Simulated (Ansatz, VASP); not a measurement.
**Sc2Si in VASP and in Ansatz**

```xyz
6
Lattice="0.0000 3.9550 3.9550 3.9550 0.0000 3.9550 3.9550 3.9550 0.0000" Properties=species:S:1:pos:R:3 pbc="T T T"
Sc    4.9438    4.9438    4.9438
Sc    4.9438    2.9663    2.9663
Sc    2.9663    2.9663    4.9438
Sc    2.9663    4.9438    2.9663
Si    0.0000    0.0000    0.0000
Si    1.9775    1.9775    1.9775
```

Alike in both runs: functional PBE; k mesh 4 × 4 × 4; occupations gaussian, width 0.1 eV; no spin polarisation.

Ansatz relaxed the structure, and its values are those at the end. VASP's run is a single point on that final structure, the one shown.

```csv
,VASP,Ansatz
version,VASP 6.6.1,Ansatz 0.2.0
potentials or method,"VASP PAW PBE potentials, release 64 (Sc_sv, Si), cutoff 520 eV","scalar-relativistic, plane waves, PAW"
valence electrons in the cell,52,52
```

|  | VASP | Ansatz | Ansatz less VASP |
| --- | --- | --- | --- |
| gap on the k mesh at the Fermi level (eV) | none | none | - |
| pressure (GPa) | -0.1 | -0.2 | -0.11 |

A gap of «none» marks a metal or a gap that the smearing closes.
